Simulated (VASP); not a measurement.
# AgCl in VASP: notebook

The runs below take AgCl through single point, with PBEsol.

All numbers are computed with VASP 6.6.1; they aren't measurements. Logs are shortened: lines on timing, memory, paths and dates and some standing lists are left out, and cuts for length are marked.

## 1. The cell of the first run

Symmetry: P4/mmm, No. 123, tetragonal system. Conventional cell: a = 3.468 Å, b = 3.468 Å, c = 3.434 Å, α = 90.00°, β = 90.00°, γ = 90.00°. Ag (site symmetry 4/mmm) has 8 Cl at 2.99 Å and 6 Ag at 3.43 to 3.47 Å within 3.9 Å. Cl (site symmetry 4/mmm) has 8 Ag at 2.99 Å and 6 Cl at 3.43 to 3.47 Å within 3.9 Å.

## 2. Single point, PBEsol (equal xx and yy strain of +1 %)

Contents of INCAR:

```
SYSTEM = AgCl
PREC = Accurate
ENCUT = 520
EDIFF = 1E-7
ISMEAR = -1
SIGMA = 0.01
LREAL = .FALSE.
LASPH = .TRUE.
NELM = 80
ALGO = Normal
ISIF = 2
LWAVE = .FALSE.
LCHARG = .FALSE.
GGA = PS
NBANDS = 16
```

Contents of KPOINTS:

```
Automatic mesh
0
G
  9 9 9
  0 0 0
```

Contents of POSCAR:

```
AgCl
1.0
    3.4683127300      0.0000000000      0.0000000000
    0.0000000000      3.4683127300      0.0000000000
    0.0000000000      0.0000000000      3.4339730000
Ag Cl
1 1
Direct
    0.0000000000      0.0000000000      0.0000000000
    0.5000000000      0.5000000000      0.5000000000
```

Potentials or basis: VASP PAW PBE potentials, release 64 (Ag, Cl).

On the command line:

```console
$ cat potpaw_PBE.64/Ag/POTCAR potpaw_PBE.64/Cl/POTCAR > POTCAR
$ mpirun -np 1 vasp_std > vasp.out
```

OUTCAR:

```text
SYSTEM = AgCl
   PREC = Accurate
   ENCUT = 520
   EDIFF = 1E-7
   ISMEAR = -1
   LREAL = .FALSE.
   LASPH = .TRUE.
   NELM = 80
   ISIF = 2
   GGA = PS

 ion  position               nearest neighbor table
   1  0.000  0.000  0.000-   2 2.99   2 2.99   2 2.99   2 2.99   2 2.99   2 2.99   2 2.99   2 2.99

   2  0.500  0.500  0.500-   1 2.99   1 2.99   1 2.99   1 2.99   1 2.99   1 2.99   1 2.99   1 2.99

  LATTYP: Found a simple tetragonal cell.
 ALAT       =     3.4683127300
 C/A-ratio  =     0.9900990099

  Lattice vectors:

 A1 = (   3.4683127300,   0.0000000000,   0.0000000000)
 A2 = (   0.0000000000,   3.4683127300,   0.0000000000)
 A3 = (   0.0000000000,   0.0000000000,   3.4339730000)

Analysis of symmetry for initial positions (statically):
=====================================================================
 Subroutine PRICEL returns:
 Original cell was already a primitive cell.

 Routine SETGRP: Setting up the symmetry group for a
 simple tetragonal supercell.

 Subroutine GETGRP returns: Found 16 space group operations
 (whereof 16 operations were pure point group operations)
 out of a pool of 16 trial point group operations.

The static configuration has the point symmetry D_4h.

Analysis of symmetry for dynamics (positions and initial velocities):
=====================================================================
 Subroutine PRICEL returns:
 Original cell was already a primitive cell.

 Routine SETGRP: Setting up the symmetry group for a
 simple tetragonal supercell.

 Subroutine GETGRP returns: Found 16 space group operations
 (whereof 16 operations were pure point group operations)
 out of a pool of 16 trial point group operations.

The dynamic configuration has the point symmetry D_4h.

 Subroutine INISYM returns: Found 16 space group operations
 (whereof 16 operations are pure point group operations),
 and found     1 'primitive' translations

----------------------------------------------------------------------------------------

                                     Primitive cell

  volume of cell :      41.3079

  direct lattice vectors                    reciprocal lattice vectors
     3.468312730  0.000000000  0.000000000     0.288324634  0.000000000  0.000000000
     0.000000000  3.468312730  0.000000000     0.000000000  0.288324634  0.000000000
     0.000000000  0.000000000  3.433973000     0.000000000  0.000000000  0.291207881

  length of vectors
     3.468312730  3.468312730  3.433973000     0.288324634  0.288324634  0.291207881

  position of ions in fractional coordinates (direct lattice)
     0.000000000  0.000000000  0.000000000
     0.500000000  0.500000000  0.500000000

  ion indices of the primitive-cell ions
   primitive index   ion index
                 1           1
                 2           2

----------------------------------------------------------------------------------------

 KPOINTS: Automatic mesh

Automatic generation of k-mesh.
 Grid dimensions read from file:
 generate k-points for:    9    9    9

 Generating k-lattice:

  Cartesian coordinates                     Fractional coordinates (reciprocal lattice)
     0.032036070  0.000000000  0.000000000     0.111111111  0.000000000  0.000000000
     0.000000000  0.032036070  0.000000000     0.000000000  0.111111111  0.000000000
     0.000000000  0.000000000  0.032356431     0.000000000  0.000000000  0.111111111

  Length of vectors
     0.032036070  0.032036070  0.032356431

  Shift w.r.t. Gamma in fractional coordinates (k-lattice)
     0.000000000  0.000000000  0.000000000

 Subroutine IBZKPT returns following result:
 ===========================================

 Found     75 irreducible k-points:

 Following reciprocal coordinates:
            Coordinates               Weight
  0.000000  0.000000  0.000000      1.000000
  0.111111  0.000000  0.000000      4.000000
  0.222222  0.000000  0.000000      4.000000
  0.333333  0.000000  0.000000      4.000000
  0.444444  0.000000  0.000000      4.000000
  0.111111  0.111111  0.000000      4.000000
[... 16 lines left out ...]
  0.333333  0.111111  0.111111     16.000000
  0.444444  0.111111  0.111111     16.000000
 [... further k-points ...]
   k-points           NKPTS =     75   k-points in BZ     NKDIM =     75   number of bands    NBANDS=     16
   number of dos      NEDOS =    301   number of ions     NIONS =      2
   total plane-waves  NPLWV =  21952
   dimension x,y,z NGX =    28 NGY =   28 NGZ =   28
   dimension x,y,z NGXF=    56 NGYF=   56 NGZF=   56
   ions per type =               1   1
   NGX,Y,Z   is equivalent  to a cutoff of  13.42, 13.42, 13.56 a.u.
   NGXF,Y,Z  is equivalent  to a cutoff of  26.84, 26.84, 27.11 a.u.
 SYSTEM =  AgCl
   PREC   = accura    normal or accurate (medium, high low for compatibility)
   ISTART =      0    job   : 0-new  1-cont  2-samecut
   ICHARG =      2    charge: 1-file 2-atom 10-const
   ISPIN  =      1    spin polarized calculation?
   LNONCOLLINEAR =      F non collinear calculations
   LSORBIT =      F    spin-orbit coupling
   LASPH  =      T    aspherical Exc in radial PAW
   ENCUT  =  520.0 eV  38.22 Ry    6.18 a.u.   6.45  6.45  6.38*2*pi/ulx,y,z
   NELM   =     80;   NELMIN=  2; NELMDL= -5     # of ELM steps
   EDIFF  = 0.1E-06   stopping-criterion for ELM
   LREAL  =      F    real-space projection
   EDIFFG = 0.1E-05   stopping-criterion for IOM
   NSW    =      0    number of steps for IOM
   IBRION =     -1    ionic relax: 0-MD 1-quasi-New 2-CG
   NFREE  =      0    steps in history (QN), initial steepest desc. (CG)
   ISIF   =      2    stress and relaxation
   ISYM   =      2    0-nonsym 1-usesym 2-fastsym
   POTIM  = 0.5000    time-step for ionic-motion
   TEBEG  =    0.0;   TEEND  =   0.0 temperature during run
   PSTRESS=    0.0 pullay stress
   NELECT =      18.0000    total number of electrons
   NUPDOWN=      -1.0000    fix difference up-down
   EMIN   =  10.00;   EMAX   =-10.00  energy-range for DOS
   EFERMI =   0.00;   METHOD = LEGACY
   ISMEAR =    -1;   SIGMA  =   0.01  broadening in eV -4-tet -1-fermi 0-gaus
   EFERMI_NEDOS =   21; number of points for ismear=-14 and -15
   IALGO  =     38    algorithm
   IMIX   =      4    mixing-type and parameters
     AMIX     =   0.40;   BMIX     =  1.00
     AMIX_MAG =   1.60;   BMIX_MAG =  1.00
  volume/ion in A,a.u.               =      20.65       139.38
  Fermi-wavevector in a.u.,A,eV,Ry     =   1.241141  2.345417 20.958844  1.540432
  Thomas-Fermi vector in A             =   2.375552
   LORBIT       =      0    0 simple, 1 ext, 2 COOP (PROOUT), +10 PAW based schemes
   GGA     = PS    functional components
   LHFCALC =     F    Hartree Fock is set to
   AEXX    =    0.0000 exact exchange contribution
   IVDW    =     0    specifies the selected vdW correction
   LEPSILON=     F    determine dielectric tensor
   LRPA    =     F    only Hartree local field effects (RPA)
 non-spin polarized calculation
  energy-cutoff  :      520.00
  volume of cell :       41.31
 maximum number of plane-waves:      1132
 NGX is ok and might be reduce to    28
   NGX = 13   NGY = 13   NGZ = 13

 number of electron      18.0000000 magnetization

 Free energy of the ion-electron system (eV)
  ---------------------------------------------------
  ext. energy  EPLUGINS =         0.00000000
  ---------------------------------------------------
  free energy    TOTEN  =        -5.73910714 eV

  energy without entropy =       -5.73910714  energy(sigma->0) =       -5.73910714

 E-fermi :   3.7695     XC(G=0): -10.5122

 val. band max:        3.5298466153   @ k =   0.4444   0.0000   0.0000
 cond. band min:       3.9532131263   @ k =   0.0000   0.0000   0.0000
 fundamental gap:      0.4233665110
 Fermi energy:         3.7695248297

 k-point     1 :       0.0000    0.0000    0.0000
  band No.  band energies     occupation
      1     -10.9053      2.00000
      2       0.8617      2.00000
      3       0.8793      2.00000
      4       1.7813      2.00000
      5       1.7921      2.00000
      6       1.7921      2.00000
[... 8 lines left out ...]
     15      17.0066      0.00000
     16      19.8126      0.00000

 k-point     2 :       0.1111    0.0000    0.0000
  band No.  band energies     occupation
      1     -10.8579      2.00000
      2       0.7147      2.00000
      3       0.8824      2.00000
      4       1.4665      2.00000
      5       1.5109      2.00000
      6       1.6643      2.00000
[... 8 lines left out ...]
     15      16.5507      0.00000
     16      19.8702      0.00000

 k-point     3 :       0.2222    0.0000    0.0000
  band No.  band energies     occupation
      1     -10.7333      2.00000
      2      -0.0496      2.00000
      3       0.9227      2.00000
      4       1.1221      2.00000
      5       1.1774      2.00000
      6       1.6399      2.00000
[... 8 lines left out ...]
     15      16.8029      0.00000
     16      19.7552      0.00000

 k-point     4 :       0.3333    0.0000    0.0000
  band No.  band energies     occupation
      1     -10.5822      2.00000
      2      -0.8637      2.00000
      3       0.8740      2.00000
      4       0.9341      2.00000
      5       0.9696      2.00000
      6       1.8272      2.00000
[... 8 lines left out ...]
     15      18.3616      0.00000
     16      19.6260      0.00000
[... 324 lines left out ...]
 k-point    22 :       0.2222    0.1111    0.1111
  band No.  band energies     occupation
      1     -10.6485      2.00000
      2       0.0442      2.00000
      3       0.7449      2.00000
      4       0.9399      2.00000
      5       1.2272      2.00000
      6       1.6061      2.00000
[... 8 lines left out ...]
     15      16.7769      0.00000
     16      19.4755      0.00000

 k-point    23 :       0.3333    0.1111    0.1111
  band No.  band energies     occupation
      1     -10.5076      2.00000
      2      -0.6799      2.00000
      3       0.6605      2.00000
      4       0.9917      2.00000
      5       1.1172      2.00000
      6       1.7029      2.00000
[... 8 lines left out ...]
     15      17.8755      0.00000
     16      19.4253      0.00000

 k-point    24 :       0.4444    0.1111    0.1111
  band No.  band energies     occupation
      1     -10.4105      2.00000
      2      -1.1097      2.00000
      3       0.5825      2.00000
      4       0.9650      2.00000
      5       1.0988      2.00000
      6       1.7439      2.00000
[... 8 lines left out ...]
     15      18.3801      0.00000
     16      20.0505      0.00000

 [... further k-points ...]
[... 5 lines left out ...]
  --------------------------------------------------------------------------------------
  -------------------------------------------------------------------------------------
  Total       -1.4302922     -1.4302922     -1.3139604      0.0000000     -0.0000000      0.0000000
  in kB      -55.4755947    -55.4755947    -50.9635270      0.0000000     -0.0000000      0.0000000
  external PRESSURE =     -53.9715721 kB  Pullay stress =       0.0000000 kB

 VOLUME and BASIS-vectors are now :
 -----------------------------------------------------------------------------
  energy-cutoff  :      520.00
  volume of cell :       41.31
      direct lattice vectors                 reciprocal lattice vectors
     3.468312730  0.000000000  0.000000000     0.288324634  0.000000000  0.000000000
     0.000000000  3.468312730  0.000000000     0.000000000  0.288324634  0.000000000
     0.000000000  0.000000000  3.433973000     0.000000000  0.000000000  0.291207881

 POSITION                                       TOTAL-FORCE (eV/Angst)
 -----------------------------------------------------------------------------------
      0.00000      0.00000      0.00000         0.000000      0.000000      0.000000
      1.73416      1.73416      1.71699         0.000000      0.000000      0.000000
 -----------------------------------------------------------------------------------
    total drift:                               -0.000000      0.000000      0.000000

  FREE ENERGIE OF THE ION-ELECTRON SYSTEM (eV)
  ---------------------------------------------------
  free  energy   TOTEN  =        -5.7391071360 eV

  energy  without entropy=       -5.7391071360  energy(sigma->0) =       -5.73910714
```

It took 39 s on 1 thread of Intel Xeon 6975P-C, shared host; peak memory 0.18 GiB.

What came out:

```yaml
Free_energy: -5.7391 eV
Pressure: -5.4 GPa
Band_gap_on_the_k_mesh: 0.42 eV, indirect (least direct gap 1.81 eV)
```

Caveat: the cell differs from its parent crystal (equal xx and yy strain of +1 %); the PAW data sets were made with another functional, which shifts forces and pressure a little.

## 3. Single point, PBEsol (equal xx and yy strain of +3 %)

Contents of INCAR:

```
PREC = Accurate
ENCUT = 520
EDIFF = 1E-7
ISMEAR = -1
SIGMA = 0.01
LREAL = False
LASPH = True
NELM = 80
ALGO = Normal
ISIF = 2
LWAVE = False
LCHARG = True
GGA = PS
LELF = True
LVHAR = True
NBANDS = 16
```

Contents of KPOINTS:

```
Automatic mesh
0
Gamma
  9 9 9
```

Contents of POSCAR:

```
AgCl
1.0
    3.5369921900      0.0000000000      0.0000000000
    0.0000000000      3.5369921900      0.0000000000
    0.0000000000      0.0000000000      3.4339730000
Ag Cl
1 1
Direct
    0.0000000000      0.0000000000      0.0000000000
    0.5000000000      0.5000000000      0.5000000000
```

Potentials or basis: VASP PAW PBE potentials, release 64 (Ag, Cl).

On the command line:

```console
$ cat potpaw_PBE.64/Ag/POTCAR potpaw_PBE.64/Cl/POTCAR > POTCAR
$ mpirun -np 1 vasp_std > vasp.out
```

It took 36 s on 1 thread of Intel Xeon 6975P-C, shared host; peak memory 0.19 GiB.

Results (log left out):

- Free energy: -5.6751 eV
- Pressure: -6.5 GPa
- Band gap on the k mesh: 0.39 eV, indirect (least direct gap 1.56 eV)

Stress tensor (GPa, compression positive):
```
-6.96  0.00  0.00
 0.00 -6.96  0.00
 0.00  0.00 -5.68
```

Levels at points of the mesh, in eV from the valence-band top:
```csv
k point,band 5,band 6,band 7,band 8,band 9,band 10,band 11,band 12,band 13,band 14
"(0.00, 0.00, 0.00)",-1.69,-1.69,-1.44,-1.44,-1.18,0.39,9.24,9.45,12.88,12.88
```

Caveat: the cell differs from its parent crystal (equal xx and yy strain of +3 %); the PAW data sets were made with another functional, which shifts forces and pressure a little. A k mesh can miss the band edges.

## 4. Single point, PBEsol (equal xy, yz and zx shear strains of -3 %)

Contents of INCAR:

```
PREC = Accurate
ENCUT = 520
EDIFF = 1E-6
ISMEAR = -1
SIGMA = 0.01
LREAL = False
LASPH = True
NELM = 100
ALGO = Normal
ISIF = 2
LWAVE = False
LCHARG = False
GGA = PS
NBANDS = 16
```

Contents of KPOINTS:

```
regular mesh
0
Gamma
  9 9 9
```

Contents of POSCAR:

```
AgCl
1.0
    3.4339730000     -0.0515095950     -0.0515095950
   -0.0515095950      3.4339730000     -0.0515095950
   -0.0515095950     -0.0515095950      3.4339730000
Ag Cl
1 1
Direct
    0.0000000000      0.0000000000      0.0000000000
    0.5000000000      0.5000000000      0.5000000000
```

On the command line:

```console
$ cat potpaw_PBE.64/Ag/POTCAR potpaw_PBE.64/Cl/POTCAR > POTCAR
$ mpirun -np 1 vasp_std > vasp.out
```

It took 40 s on 1 thread of Intel Xeon 6975P-C, shared host; peak memory 0.19 GiB.

Results (log left out):

| Property | Result |
| --- | --- |
| Free energy | -5.7709 eV |
| Pressure | -4.6 GPa |
| Band gap on the k mesh | 0.36 eV, indirect (least direct gap 1.89 eV) |

Stress tensor (GPa, compression positive):
```
-4.61 -0.46 -0.46
-0.46 -4.61 -0.46
-0.46 -0.46 -4.61
```

Levels at points of the mesh, in eV from the valence-band top:
| k point | band 7 | band 8 | band 9 | band 10 | band 11 | band 12 |
| --- | --- | --- | --- | --- | --- | --- |
| (0.00, 0.00, 0.00) | -1.73 | -1.52 | -1.52 | 0.36 | 9.25 | 9.25 |

Caveat: the cell differs from its parent crystal (equal xy, yz and zx shear strains of -3 %); the PAW data sets were made with another functional, which shifts forces and pressure a little. A k mesh can miss the band edges.

## 5. Overview

```tsv
cell	gap on the mesh (eV)	pressure (GPa)
a = 3.468, b = 3.468, c = 3.434 Å, 2 atoms	0.42	-5.4
a = 3.537, b = 3.537, c = 3.434 Å, 2 atoms	0.39	-6.5
a = 3.435 Å, angles 91.7°, 2 atoms	0.36	-4.6
```

Alike in all rows: task single point; level PBEsol; potentials or basis VASP PAW PBE potentials, release 64 (Ag, Cl); no spin polarisation; k mesh 9 × 9 × 9; cutoff (eV) 520; smearing fermi-dirac 0.01 eV.

Caveats: the PAW data sets were made with another functional, which shifts forces and pressure a little.

Total energies depend on the potentials used, so only differences within one code and one set of settings carry meaning.
